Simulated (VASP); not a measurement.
# P (R-3m) in VASP: single point with PBE

Aim: the single point of P with PBE.

Program: VASP 6.6.1. These are calculated values, not measurements. Logs are shortened: lines on timing, memory, paths and dates and some standing lists are left out, and cuts for length are marked.

**1. The cell of the first run**

It takes space group R-3m (No. 166, trigonal). The conventional cell has a = 3.335 Å, b = 3.335 Å, c = 14.106 Å, α = 90.00°, β = 90.00°, γ = 120.00°. P (site symmetry -3m) has 14 P at 2.42 to 3.34 Å within 3.4 Å. Within 3.5 Å of P (site symmetry 3m) lie 16 P at 2.42 to 3.50 Å.

**2. Single point, PBE**

The input, INCAR:

```
SYSTEM = P
PREC     = Accurate       ! precision mode
ENCUT    = 520            ! plane-wave cutoff, eV
EDIFF    = 1E-6           ! SCF threshold, eV
ISMEAR   = 0              ! smearing method
SIGMA    = 0.1            ! smearing width, eV
LREAL    = .False.        ! projectors in reciprocal space
LASPH    = .True.         ! aspherical terms in the spheres
NELM     = 80             ! most SCF steps
ALGO     = Normal         ! electronic algorithm
ISIF     = 2              ! what is computed and relaxed
LWAVE    = .False.        ! write WAVECAR
LCHARG   = .False.        ! write CHGCAR
GGA      = PE             ! functional
NBANDS   = 14             ! bands
```

The input, KPOINTS:

```
Automatic mesh
0
Gamma
  18 18 18
  0 0 0
```

The input, POSCAR:

```
P
1.0
    1.6677334371      0.9628663488      4.7020184771
   -1.6677334371      0.9628663488      4.7020184771
    0.0000000000     -1.9257326977      4.7020184771
P
3
Direct
    0.0000000000      0.0000000000      0.0000000000
    0.2297587393      0.2297587393      0.2297587393
    0.7702412607      0.7702412607      0.7702412607
```

Potentials or basis: VASP PAW PBE potentials, release 64 (P).

Run with:

```
$ cat potpaw_PBE.64/P/POTCAR > POTCAR
$ mpirun -np 1 vasp_std > vasp.out
```

OUTCAR:

```text
SYSTEM = P
   PREC = Accurate
   ENCUT = 520
   EDIFF = 1E-6
   ISMEAR = 0
   LREAL = .False.
   LASPH = .True.
   NELM = 80
   ISIF = 2
   GGA = PE

 ion  position               nearest neighbor table
   1  0.000  0.000  0.000-   3 2.42   2 2.42   3 2.42   3 2.42   2 2.42   2 2.42
   2  0.230  0.230  0.230-   1 2.42   1 2.42   1 2.42   3 2.62   3 2.62   3 2.62
   3  0.770  0.770  0.770-   1 2.42   1 2.42   1 2.42   2 2.62   2 2.62   2 2.62

  LATTYP: Found a trigonal (rhomboedric) cell.
 ALAT       =     5.0810849414
 COS(alpha) =     0.7845381633

  Lattice vectors:

 A1 = (   1.6677334371,   0.9628663488,   4.7020184771)
 A2 = (  -1.6677334371,   0.9628663488,   4.7020184771)
 A3 = (   0.0000000000,  -1.9257326977,   4.7020184771)

Analysis of symmetry for initial positions (statically):
=====================================================================
 Subroutine PRICEL returns:
 Original cell was already a primitive cell.

 Routine SETGRP: Setting up the symmetry group for a
 trigonal (rhombohedral) supercell.

 Subroutine GETGRP returns: Found 12 space group operations
 (whereof 12 operations were pure point group operations)
 out of a pool of 12 trial point group operations.

The static configuration has the point symmetry D_3d.

Analysis of symmetry for dynamics (positions and initial velocities):
=====================================================================
 Subroutine PRICEL returns:
 Original cell was already a primitive cell.

 Routine SETGRP: Setting up the symmetry group for a
 trigonal (rhombohedral) supercell.

 Subroutine GETGRP returns: Found 12 space group operations
 (whereof 12 operations were pure point group operations)
 out of a pool of 12 trial point group operations.

The dynamic configuration has the point symmetry D_3d.

 Subroutine INISYM returns: Found 12 space group operations
 (whereof 12 operations are pure point group operations),
 and found     1 'primitive' translations

----------------------------------------------------------------------------------------

                                     Primitive cell

  volume of cell :      45.3031

  direct lattice vectors                    reciprocal lattice vectors
     1.667733437  0.962866349  4.702018477     0.299808104  0.173094290  0.070891541
    -1.667733437  0.962866349  4.702018477    -0.299808104  0.173094290  0.070891541
     0.000000000 -1.925732698  4.702018477     0.000000000 -0.346188579  0.070891541

[... 97 lines left out ...]
   NUPDOWN=      -1.0000    fix difference up-down
   EMIN   =  10.00;   EMAX   =-10.00  energy-range for DOS
   EFERMI =   0.00;   METHOD = LEGACY
   ISMEAR =     0;   SIGMA  =   0.10  broadening in eV -4-tet -1-fermi 0-gaus
   EFERMI_NEDOS =   21; number of points for ismear=-14 and -15
   IALGO  =     38    algorithm
   IMIX   =      4    mixing-type and parameters
     AMIX     =   0.40;   BMIX     =  1.00
     AMIX_MAG =   1.60;   BMIX_MAG =  1.00
  volume/ion in A,a.u.               =      15.10       101.91
  Fermi-wavevector in a.u.,A,eV,Ry     =   1.132563  2.140234 17.452190  1.282700
  Thomas-Fermi vector in A             =   2.269265
   LORBIT       =      0    0 simple, 1 ext, 2 COOP (PROOUT), +10 PAW based schemes
   GGA     = PE    functional components
   LHFCALC =     F    Hartree Fock is set to
   AEXX    =    0.0000 exact exchange contribution
   IVDW    =     0    specifies the selected vdW correction
   LEPSILON=     F    determine dielectric tensor
   LRPA    =     F    only Hartree local field effects (RPA)
 non-spin polarized calculation
 Gauss-broadening in eV      SIGMA  =   0.10
  energy-cutoff  :      520.00
  volume of cell :       45.30
 maximum number of plane-waves:      1234
 NGX is ok and might be reduce to    40
   NGX = 19   NGY = 19   NGZ = 19

 number of electron      14.9999999 magnetization

 Free energy of the ion-electron system (eV)
  ---------------------------------------------------
  ext. energy  EPLUGINS =         0.00000000
  ---------------------------------------------------
  free energy    TOTEN  =       -15.19053443 eV

  energy without entropy =      -15.18439160  energy(sigma->0) =      -15.18746301

 E-fermi :   9.1810     XC(G=0): -11.1246

 val. band max:        9.1754832530   @ k =  -0.2778  -0.2778   0.2222
 cond. band min:       9.1865500173   @ k =   0.3889   0.3889   0.3333
 fundamental gap:      0.0110667643
 Fermi energy:         9.1809837784

 k-point     1 :       0.0000    0.0000    0.0000
  band No.  band energies     occupation
      1      -7.1252      2.00000
      2      -1.2625      2.00000
      3      -0.4228      2.00000
      4       8.0893      2.00000
      5       8.0893      2.00000
      6       8.3819      2.00000
      7       8.3819      2.00000
      8      10.2151      0.00000
      9      10.7204      0.00000
     10      12.2175      0.00000
     11      12.2175      0.00000
     12      14.3864      0.00000
     13      15.0255      0.00000
     14      15.0255      0.00000
[... 377 lines left out ...]
      1      -6.0851      2.00000
      2      -0.8003      2.00000
      3       0.5689      2.00000
      4       3.2289      2.00000
      5       4.7459      2.00000
      6       6.3821      2.00000
      7       7.4726      2.00000
      8      10.3014      0.00000
      9      10.7404      0.00000
     10      12.8921      0.00000
     11      13.8820      0.00000
     12      14.9320      0.00000
     13      16.6588      0.00000
     14      17.6550      0.00000

 [... further k-points ...]

------------------------ aborting loop because EDIFF is reached ----------------------------------------

  FORCE on cell =-STRESS in cart. coord.  units (eV):
  Direction    XX          YY          ZZ          XY          YZ          ZX
  --------------------------------------------------------------------------------------
  -------------------------------------------------------------------------------------
  Total       -0.0646435     -0.0646435     -0.0682511     -0.0000000      0.0000000      0.0000000
  in kB       -2.2861637     -2.2861637     -2.4137490     -0.0000000      0.0000000      0.0000000
  external PRESSURE =      -2.3286921 kB  Pullay stress =       0.0000000 kB

 VOLUME and BASIS-vectors are now :
 -----------------------------------------------------------------------------
  energy-cutoff  :      520.00
  volume of cell :       45.30
      direct lattice vectors                 reciprocal lattice vectors
     1.667733437  0.962866349  4.702018477     0.299808104  0.173094290  0.070891541
    -1.667733437  0.962866349  4.702018477    -0.299808104  0.173094290  0.070891541
     0.000000000 -1.925732698  4.702018477     0.000000000 -0.346188579  0.070891541

 POSITION                                       TOTAL-FORCE (eV/Angst)
 -----------------------------------------------------------------------------------
      0.00000      0.00000      0.00000         0.000000      0.000000      0.000000
      0.00000     -0.00000      3.24099        -0.000000     -0.000000      0.016350
      0.00000     -0.00000     10.86507        -0.000000      0.000000     -0.016350
 -----------------------------------------------------------------------------------
    total drift:                               -0.000000      0.000000     -0.000000

  FREE ENERGIE OF THE ION-ELECTRON SYSTEM (eV)
  ---------------------------------------------------
  free  energy   TOTEN  =       -15.1905344301 eV

  energy  without entropy=      -15.1843915984  energy(sigma->0) =      -15.18746301
```

OSZICAR:

```text
N       E                     dE             d eps       ncg     rms          rms(c)
DAV:   1     0.342614365614E+02    0.34261E+02   -0.61458E+03 16240   0.883E+02
DAV:   2    -0.131959759512E+02   -0.47457E+02   -0.43272E+02 21654   0.144E+02
DAV:   3    -0.152043291353E+02   -0.20084E+01   -0.19678E+01 21630   0.276E+01
DAV:   4    -0.152227970185E+02   -0.18468E-01   -0.18451E-01 19782   0.316E+00
DAV:   5    -0.152230323147E+02   -0.23530E-03   -0.23527E-03 22114   0.328E-01    0.778E+00
DAV:   6    -0.151988245556E+02    0.24208E-01   -0.15460E-02 20326   0.930E-01    0.461E+00
DAV:   7    -0.151903197523E+02    0.85048E-02   -0.25283E-02 21334   0.104E+00    0.156E-01
DAV:   8    -0.151904436250E+02   -0.12387E-03   -0.14718E-03 20036   0.274E-01    0.115E-01
DAV:   9    -0.151905197205E+02   -0.76095E-04   -0.15216E-04 21802   0.840E-02    0.467E-02
DAV:  10    -0.151905341352E+02   -0.14415E-04   -0.17261E-05 19966   0.287E-02    0.121E-02
DAV:  11    -0.151905344301E+02   -0.29487E-06   -0.18024E-06 17240   0.970E-03
   1 F= -.15190534E+02 E0= -.15187463E+02  d E =-.614283E-02
```

stdout:

```text
POSCAR found type information on POSCAR P
 POSCAR found :  1 types and       3 ions
 scaLAPACK will be used
 LDA part: xc-table for (Slater+PW92), standard interpolation
 POSCAR, INCAR and KPOINTS ok, starting setup
 FFT: planning ... GRIDC
 FFT: planning ... GRID_SOFT
 FFT: planning ... GRID
 WAVECAR not read
 entering main loop
```

Run time: 3.2 min. Hardware: 1 thread of Intel Xeon 6975P-C (Granite Rapids), shared host; peak memory 0.42 GiB.

Results:

- Free energy: -15.1905 eV
- Pressure: -0.2 GPa
- Largest force: 0.016 eV/Å
- Band gap on the k mesh: zero (an odd number of electrons rules out a gap without spin polarisation)

Forces in eV/Å, atoms in the order of the input:
```
P    0.000  0.000  0.000
P    0.000  0.000  0.016
P    0.000  0.000 -0.016
```
